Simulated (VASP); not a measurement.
Set up this calculation in VASP 6.6.1, as the native input.

```
Task                   : single point
Functional             : PBEsol
Potentials or basis    : VASP PAW PBE potentials, release 64 (Te, Mo_sv)
Cutoff                 : 520 eV
k mesh                 : 12 × 12 × 2
Occupations            : gaussian, width 0.02 eV
Spin                   : no spin polarisation
Dipole correction      : no
Further INCAR settings : ALGO = Normal; EDIFF = 1e-07; NBANDS = 20
```

The structure of Te2Mo lies in POSCAR:

```
Te2Mo
1.0
    3.5958072890      0.0000000000      0.0000000000
   -1.7979036445      3.1140604594      0.0000000000
    0.0000000000      0.0000000000     17.2109482072
Te Mo
2 1
Direct
    0.3333333333      0.6666666667      0.8973061482
    0.3333333333      0.6666666667      0.1026938518
    0.0000000000      0.0000000000      0.0000000000
```

This cell differs from its parent crystal: biaxial strain in the a-b plane: +3.0 %.

These files were run (other wordings do the same):

INCAR

```
SYSTEM = Te2Mo
PREC = Accurate
ENCUT = 520
EDIFF = 1E-7
ISMEAR = 0
SIGMA = 0.02
LREAL = .False.
LASPH = .True.
NELM = 60
ALGO = Normal
ISIF = 2
LWAVE = .False.
LCHARG = .False.
GGA = PS
NBANDS = 20
```

KPOINTS

```
Automatic mesh
0
Gamma
  12 12 2
  0 0 0
```

Potentials or basis: VASP PAW PBE potentials, release 64 (Te, Mo_sv).

Run with:

```console
$ cat potpaw_PBE.64/Te/POTCAR potpaw_PBE.64/Mo_sv/POTCAR > POTCAR
$ mpirun -np 1 vasp_std > vasp.out
```

It gave:

```
Largest force          : 0.011 eV/Å
Band gap on the k mesh : 0.96 eV
```

Caveat: the cell differs from its parent crystal (biaxial strain in the a-b plane: +3.0 %); the PAW data sets were made with another functional, which shifts forces and pressure a little; spin-orbit coupling is left out, which moves the levels of the heavy elements.

Run time: 6.1 min on 1 thread of Intel Xeon 8259CL, on a shared host, peak memory 0.39 GiB.
